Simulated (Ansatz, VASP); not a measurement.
MgO2: VASP beside Ansatz

```
Mg O
1.0
     4.99709    0.00000    0.00000
     0.00000    4.99709    0.00000
     0.00000    0.00000    4.99709
Mg O
4 8
Cartesian
  0.0000 2.4985 2.4985
  2.4985 2.4985 0.0000
  2.4985 0.0000 2.4985
  0.0000 0.0000 0.0000
  2.0660 0.4326 4.5645
  0.4326 4.5645 2.0660
  4.5645 2.0660 0.4326
  2.9311 2.9311 2.9311
  2.0660 2.0660 2.0660
  0.4326 2.9311 4.5645
  4.5645 0.4326 2.9311
  2.9311 4.5645 0.4326
```

Alike in both runs: functional PBEsol; k mesh 6 × 6 × 6; occupations gaussian, width 0.02 eV; no spin polarisation.

Ansatz relaxed the structure, and its values are those at the end. VASP's run is a single point on that final structure, the one shown.

|  | VASP | Ansatz |
| --- | --- | --- |
| version | VASP 6.6.1 | Ansatz 0.2.0 |
| potentials or method | VASP PAW PBE potentials, release 64 (Mg_sv, O), cutoff 840 eV | scalar-relativistic, plane waves, PAW |
| valence electrons in the cell | 88 | 88 |

Ansatz gave:

- gap on the k mesh at the Fermi level (eV): 3.66
- least direct gap on the mesh (eV): 3.75
- pressure (GPa): -10.5
- rms of the force components (eV/Å): 0.002

Question: Which values does VASP return?

Answer: gap on the k mesh at the Fermi level (eV): 3.64; least direct gap on the mesh (eV): 3.73; pressure (GPa): -10.2; rms of the force components (eV/Å): 0.064.

VASP's potentials were made for PBE, not for PBEsol. Ansatz's warnings: stress scf threshold loose.
